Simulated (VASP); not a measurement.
# GaAs (I-4m2) in VASP: single point with PBE

Aim: the single point of GaAs with PBE.

Program: VASP 6.6.1. These are calculated values, not measurements. Logs are shortened: lines on timing, memory, paths and dates and some standing lists are left out, and cuts for length are marked.

### Step 1. The cell of the first run

It takes space group I-4m2 (No. 119, tetragonal). Conventional cell: a = 3.933 Å, b = 3.933 Å, c = 5.841 Å, α = 90.00°, β = 90.00°, γ = 90.00°. Within 3.2 Å of Ga (site symmetry -4m2) lie 4 As at 2.45 Å. As (site symmetry -4m2) has 4 Ga at 2.45 Å within 3.2 Å.

### Step 2. Single point, PBE

INCAR

```
ALGO = Normal
EDIFF = 1E-6
ENCUT = 520
GGA = PE
ISIF = 2
ISMEAR = 0
LASPH = T
LCHARG = F
LREAL = F
LWAVE = F
NBANDS = 16
NELM = 80
PREC = Accurate
SIGMA = 0.05
```

KPOINTS

```
k-points
0
Gamma
  8 8 8
```

POSCAR

```
GaAs
1.0
    0.0000000000      2.7812476708      2.9203100543
    2.7812476708      0.0000000000      2.9203100543
    2.7812476708      2.7812476708      0.0000000000
Ga As
1 1
Direct
    0.0000000000      0.0000000000      0.0000000000
    0.7500000000      0.7500000000      0.7500000000
```

Potentials or basis: VASP PAW PBE potentials, release 64 (Ga_d, As).

Launch:

```bash
cat potpaw_PBE.64/Ga_d/POTCAR potpaw_PBE.64/As/POTCAR > POTCAR
mpirun -np 1 vasp_std > vasp.out
```

OUTCAR:

```text
EDIFF = 1E-6
   ENCUT = 520
   GGA = PE
   ISIF = 2
   ISMEAR = 0
   LASPH = T
   LREAL = F
   NELM = 80
   PREC = Accurate

 ion  position               nearest neighbor table
   1  0.000  0.000  0.000-   2 2.45   2 2.45   2 2.45   2 2.45
   2  0.750  0.750  0.750-   1 2.45   1 2.45   1 2.45   1 2.45

  LATTYP: Found a body centered tetragonal cell.
 ALAT       =     3.9332781764
 C/A-ratio  =     1.4849242405

  Lattice vectors:

 A1 = (  -2.7812476708,   0.0000000000,   2.9203100543)
 A2 = (   2.7812476708,   0.0000000000,   2.9203100543)
 A3 = (   0.0000000000,   2.7812476708,  -2.9203100543)

Analysis of symmetry for initial positions (statically):
=====================================================================
 Subroutine PRICEL returns:
 Original cell was already a primitive cell.

 Routine SETGRP: Setting up the symmetry group for a
 body centered tetragonal supercell.

 Subroutine GETGRP returns: Found  8 space group operations
 (whereof  8 operations were pure point group operations)
 out of a pool of 16 trial point group operations.

The static configuration has the point symmetry D_2d.

Analysis of symmetry for dynamics (positions and initial velocities):
=====================================================================
 Subroutine PRICEL returns:
 Original cell was already a primitive cell.

 Routine SETGRP: Setting up the symmetry group for a
 body centered tetragonal supercell.

 Subroutine GETGRP returns: Found  8 space group operations
 (whereof  8 operations were pure point group operations)
 out of a pool of 16 trial point group operations.

The dynamic configuration has the point symmetry D_2d.

 Subroutine INISYM returns: Found  8 space group operations
 (whereof  8 operations are pure point group operations),
 and found     1 'primitive' translations

----------------------------------------------------------------------------------------

                                     Primitive cell

  volume of cell :      45.1792

  direct lattice vectors                    reciprocal lattice vectors
     0.000000000  2.781247671  2.920310054    -0.179775431  0.179775431  0.171214697
     2.781247671  0.000000000  2.920310054     0.179775431 -0.179775431  0.171214697
     2.781247671  2.781247671  0.000000000     0.179775431  0.179775431 -0.171214697

  length of vectors
     4.032809123  4.032809123  3.933278176     0.306517347  0.306517347  0.306517347

  position of ions in fractional coordinates (direct lattice)
     0.000000000  0.000000000  0.000000000
     0.750000000  0.750000000  0.750000000

  ion indices of the primitive-cell ions
   primitive index   ion index
                 1           1
                 2           2

----------------------------------------------------------------------------------------

 KPOINTS: k-points

Automatic generation of k-mesh.
 Grid dimensions read from file:
 generate k-points for:    8    8    8

 Generating k-lattice:

  Cartesian coordinates                     Fractional coordinates (reciprocal lattice)
    -0.022471929  0.022471929  0.021401837     0.125000000  0.000000000  0.000000000
     0.022471929 -0.022471929  0.021401837     0.000000000  0.125000000  0.000000000
     0.022471929  0.022471929 -0.021401837    -0.000000000 -0.000000000  0.125000000

  Length of vectors
     0.038314668  0.038314668  0.038314668

  Shift w.r.t. Gamma in fractional coordinates (k-lattice)
     0.000000000  0.000000000  0.000000000

 Subroutine IBZKPT returns following result:
 ===========================================

 Found     59 irreducible k-points:

 Following reciprocal coordinates:
            Coordinates               Weight
  0.000000  0.000000  0.000000      1.000000
  0.125000  0.000000  0.000000      8.000000
  0.250000  0.000000  0.000000      8.000000
  0.375000 -0.000000  0.000000      8.000000
  0.500000  0.000000  0.000000      4.000000
  0.125000  0.125000  0.000000      2.000000
[... 16 lines left out ...]
  0.250000  0.000000  0.125000     16.000000
  0.375000 -0.000000  0.125000     16.000000
 [... further k-points ...]
   k-points           NKPTS =     59   k-points in BZ     NKDIM =     59   number of bands    NBANDS=     16
   number of dos      NEDOS =    301   number of ions     NIONS =      2
   total plane-waves  NPLWV =  27000
   dimension x,y,z NGX =    30 NGY =   30 NGZ =   30
   dimension x,y,z NGXF=    60 NGYF=   60 NGZF=   60
   ions per type =               1   1
   NGX,Y,Z   is equivalent  to a cutoff of  12.37, 12.37, 12.68 a.u.
   NGXF,Y,Z  is equivalent  to a cutoff of  24.73, 24.73, 25.36 a.u.
 SYSTEM =  unknown system
   PREC   = accura    normal or accurate (medium, high low for compatibility)
   ISTART =      0    job   : 0-new  1-cont  2-samecut
   ICHARG =      2    charge: 1-file 2-atom 10-const
   ISPIN  =      1    spin polarized calculation?
   LNONCOLLINEAR =      F non collinear calculations
   LSORBIT =      F    spin-orbit coupling
   LASPH  =      T    aspherical Exc in radial PAW
   ENCUT  =  520.0 eV  38.22 Ry    6.18 a.u.   7.50  7.50  7.31*2*pi/ulx,y,z
   NELM   =     80;   NELMIN=  2; NELMDL= -5     # of ELM steps
   EDIFF  = 0.1E-05   stopping-criterion for ELM
   LREAL  =      F    real-space projection
   EDIFFG = 0.1E-04   stopping-criterion for IOM
   NSW    =      0    number of steps for IOM
   IBRION =     -1    ionic relax: 0-MD 1-quasi-New 2-CG
   NFREE  =      0    steps in history (QN), initial steepest desc. (CG)
   ISIF   =      2    stress and relaxation
   ISYM   =      2    0-nonsym 1-usesym 2-fastsym
   POTIM  = 0.5000    time-step for ionic-motion
   TEBEG  =    0.0;   TEEND  =   0.0 temperature during run
   PSTRESS=    0.0 pullay stress
   NELECT =      18.0000    total number of electrons
   NUPDOWN=      -1.0000    fix difference up-down
   EMIN   =  10.00;   EMAX   =-10.00  energy-range for DOS
   EFERMI =   0.00;   METHOD = LEGACY
   ISMEAR =     0;   SIGMA  =   0.05  broadening in eV -4-tet -1-fermi 0-gaus
   EFERMI_NEDOS =   21; number of points for ismear=-14 and -15
   IALGO  =     38    algorithm
   IMIX   =      4    mixing-type and parameters
     AMIX     =   0.40;   BMIX     =  1.00
     AMIX_MAG =   1.60;   BMIX_MAG =  1.00
  volume/ion in A,a.u.               =      22.59       152.44
  Fermi-wavevector in a.u.,A,eV,Ry     =   1.204628  2.276417 19.743799  1.451128
  Thomas-Fermi vector in A             =   2.340347
   LORBIT       =      0    0 simple, 1 ext, 2 COOP (PROOUT), +10 PAW based schemes
   GGA     = PE    functional components
   LHFCALC =     F    Hartree Fock is set to
   AEXX    =    0.0000 exact exchange contribution
   IVDW    =     0    specifies the selected vdW correction
   LEPSILON=     F    determine dielectric tensor
   LRPA    =     F    only Hartree local field effects (RPA)
 non-spin polarized calculation
 Gauss-broadening in eV      SIGMA  =   0.05
  energy-cutoff  :      520.00
  volume of cell :       45.18
 maximum number of plane-waves:      1243
 NGX is ok and might be reduce to    30
   NGX = 15   NGY = 15   NGZ = 15

 number of electron      18.0000001 magnetization

 Free energy of the ion-electron system (eV)
  ---------------------------------------------------
  ext. energy  EPLUGINS =         0.00000000
  ---------------------------------------------------
  free energy    TOTEN  =        -8.23308519 eV

  energy without entropy =       -8.23308519  energy(sigma->0) =       -8.23308519

 E-fermi :   4.2373     XC(G=0):  -9.5902

 val. band max:        4.0333395916   @ k =   0.0000   0.0000   0.0000
 cond. band min:       4.4335268127   @ k =   0.0000   0.0000   0.0000
 fundamental gap:      0.4001872211
 Fermi energy:         4.2372981690

 k-point     1 :       0.0000    0.0000    0.0000
  band No.  band energies     occupation
      1     -10.8858      2.00000
      2     -10.8731      2.00000
      3     -10.8731      2.00000
      4     -10.8027      2.00000
      5     -10.7957      2.00000
      6      -8.7873      2.00000
[... 8 lines left out ...]
     15      13.5273      0.00000
     16      14.5378      0.00000

 k-point     2 :       0.1250    0.0000    0.0000
  band No.  band energies     occupation
      1     -10.8926      2.00000
      2     -10.8762      2.00000
      3     -10.8697      2.00000
      4     -10.8031      2.00000
      5     -10.7954      2.00000
      6      -8.6048      2.00000
[... 8 lines left out ...]
     15      12.8513      0.00000
     16      13.5446      0.00000

 k-point     3 :       0.2500    0.0000    0.0000
  band No.  band energies     occupation
      1     -10.9202      2.00000
      2     -10.8700      2.00000
      3     -10.8622      2.00000
      4     -10.8035      2.00000
      5     -10.7937      2.00000
      6      -8.0949      2.00000
[... 8 lines left out ...]
     15      13.0962      0.00000
     16      13.1606      0.00000

 k-point     4 :       0.3750   -0.0000    0.0000
  band No.  band energies     occupation
      1     -10.9462      2.00000
      2     -10.8640      2.00000
      3     -10.8563      2.00000
      4     -10.8023      2.00000
      5     -10.7906      2.00000
      6      -7.4116      2.00000
[... 8 lines left out ...]
     15      14.0449      0.00000
     16      14.3162      0.00000

 k-point     5 :       0.5000    0.0000    0.0000
  band No.  band energies     occupation
      1     -10.9564      2.00000
      2     -10.8620      2.00000
      3     -10.8545      2.00000
      4     -10.8012      2.00000
      5     -10.7887      2.00000
      6      -7.0221      2.00000
[... 8 lines left out ...]
     15      15.5971      0.00000
     16      15.8783      0.00000

 k-point     6 :       0.1250    0.1250    0.0000
  band No.  band energies     occupation
      1     -10.9053      2.00000
      2     -10.8665      2.00000
      3     -10.8665      2.00000
      4     -10.8012      2.00000
      5     -10.7974      2.00000
      6      -8.5578      2.00000
[... 8 lines left out ...]
     15      12.6910      0.00000
     16      14.7716      0.00000

 k-point     7 :       0.2500    0.1250    0.0000
  band No.  band energies     occupation
      1     -10.9254      2.00000
      2     -10.8624      2.00000
      3     -10.8588      2.00000
      4     -10.8001      2.00000
      5     -10.7987      2.00000
      6      -8.1669      2.00000
[... 8 lines left out ...]
     15      13.9844      0.00000
     16      14.3669      0.00000

 k-point     8 :       0.3750    0.1250    0.0000
  band No.  band energies     occupation
      1     -10.9465      2.00000
      2     -10.8600      2.00000
      3     -10.8522      2.00000
      4     -10.7995      2.00000
      5     -10.7969      2.00000
      6      -7.5291      2.00000
[... 8 lines left out ...]
     15      14.0591      0.00000
     16      14.8686      0.00000

 k-point     9 :       0.5000    0.1250    0.0000
  band No.  band energies     occupation
      1     -10.9587      2.00000
      2     -10.8589      2.00000
      3     -10.8500      2.00000
      4     -10.8004      2.00000
      5     -10.7929      2.00000
      6      -6.9654      2.00000
[... 8 lines left out ...]
     15      15.1129      0.00000
     16      15.6614      0.00000
[... 172 lines left out ...]
 k-point    19 :       0.5000    0.3750    0.0000
  band No.  band energies     occupation
      1     -10.9815      2.00000
      2     -10.8336      2.00000
      3     -10.8300      2.00000
      4     -10.8117      2.00000
      5     -10.7944      2.00000
      6      -6.5443      2.00000
[... 8 lines left out ...]
     15      16.4916      0.00000
     16      16.6938      0.00000

 k-point    20 :      -0.3750    0.3750    0.0000
  band No.  band energies     occupation
      1     -10.9763      2.00000
      2     -10.8424      2.00000
      3     -10.8329      2.00000
      4     -10.8053      2.00000
      5     -10.7986      2.00000
      6      -6.3848      2.00000
[... 8 lines left out ...]
     15      14.5964      0.00000
     16      17.8445      0.00000

 k-point    21 :       0.5000    0.5000    0.0000
  band No.  band energies     occupation
      1     -10.9876      2.00000
      2     -10.8265      2.00000
      3     -10.8265      2.00000
      4     -10.8162      2.00000
      5     -10.7924      2.00000
      6      -6.4070      2.00000
[... 8 lines left out ...]
     15      17.2080      0.00000
     16      17.3458      0.00000

 k-point    22 :       0.1250    0.0000    0.1250
  band No.  band energies     occupation
      1     -10.8948      2.00000
      2     -10.8780      2.00000
      3     -10.8670      2.00000
      4     -10.8053      2.00000
      5     -10.7942      2.00000
      6      -8.5372      2.00000
[... 8 lines left out ...]
     15      12.9091      0.00000
     16      13.9701      0.00000

 k-point    23 :       0.2500    0.0000    0.1250
  band No.  band energies     occupation
      1     -10.9198      2.00000
      2     -10.8689      2.00000
      3     -10.8603      2.00000
      4     -10.8080      2.00000
      5     -10.7921      2.00000
      6      -8.1290      2.00000
[... 8 lines left out ...]
     15      13.7809      0.00000
     16      14.2419      0.00000

 k-point    24 :       0.3750   -0.0000    0.1250
  band No.  band energies     occupation
      1     -10.9449      2.00000
      2     -10.8611      2.00000
      3     -10.8546      2.00000
      4     -10.8078      2.00000
      5     -10.7897      2.00000
      6      -7.4842      2.00000
[... 8 lines left out ...]
     15      14.1306      0.00000
     16      15.0631      0.00000

 [... further k-points ...]
[... 5 lines left out ...]
  --------------------------------------------------------------------------------------
  -------------------------------------------------------------------------------------
  Total        1.2584187      1.2584187      0.3679217      0.0000000      0.0000000     -0.0000000
  in kB       44.6269745     44.6269745     13.0475106      0.0000000      0.0000000     -0.0000000
  external PRESSURE =      34.1004865 kB  Pullay stress =       0.0000000 kB

 VOLUME and BASIS-vectors are now :
 -----------------------------------------------------------------------------
  energy-cutoff  :      520.00
  volume of cell :       45.18
      direct lattice vectors                 reciprocal lattice vectors
     0.000000000  2.781247671  2.920310054    -0.179775431  0.179775431  0.171214697
     2.781247671  0.000000000  2.920310054     0.179775431 -0.179775431  0.171214697
     2.781247671  2.781247671  0.000000000     0.179775431  0.179775431 -0.171214697

 POSITION                                       TOTAL-FORCE (eV/Angst)
 -----------------------------------------------------------------------------------
      0.00000      0.00000      0.00000         0.000000      0.000000      0.000000
      4.17187      4.17187      4.38047        -0.000000     -0.000000     -0.000000
 -----------------------------------------------------------------------------------
    total drift:                               -0.000002     -0.000002     -0.000001

  FREE ENERGIE OF THE ION-ELECTRON SYSTEM (eV)
  ---------------------------------------------------
  free  energy   TOTEN  =        -8.2330851939 eV

  energy  without entropy=       -8.2330851939  energy(sigma->0) =       -8.23308519
```

Run time: 34 s. Hardware: 1 thread of Intel Xeon 6975P-C (Granite Rapids), shared host; peak memory 0.19 GiB.

What came out:

| Item | Value |
| --- | --- |
| Free energy | -8.2331 eV |
| Pressure | 3.4 GPa |
| Band gap on the k mesh | 0.40 eV, direct |

Stress tensor (GPa, compression positive):
```
4.46 0.00 0.00
0.00 4.46 0.00
0.00 0.00 1.30
```

Levels at points of the mesh, in eV from the valence-band top:
```csv
k point,band 5,band 6,band 7,band 8,band 9,band 10,band 11,band 12,band 13,band 14
"(0.00, 0.00, 0.00)",-14.83,-12.82,-0.30,0.00,0.00,0.40,3.60,3.60,3.73,7.49
"(0.50, 0.00, 0.00)",-14.82,-11.06,-6.73,-1.44,-1.03,0.86,4.42,4.71,7.68,10.24
"(0.50, 0.50, 0.00)",-14.83,-10.44,-7.11,-2.55,-2.55,1.58,1.86,10.04,10.04,10.61
"(0.50, 0.00, 0.50)",-14.82,-10.26,-6.82,-2.89,-2.86,1.27,1.41,9.80,10.08,10.91
```

 A k mesh can miss the band edges.
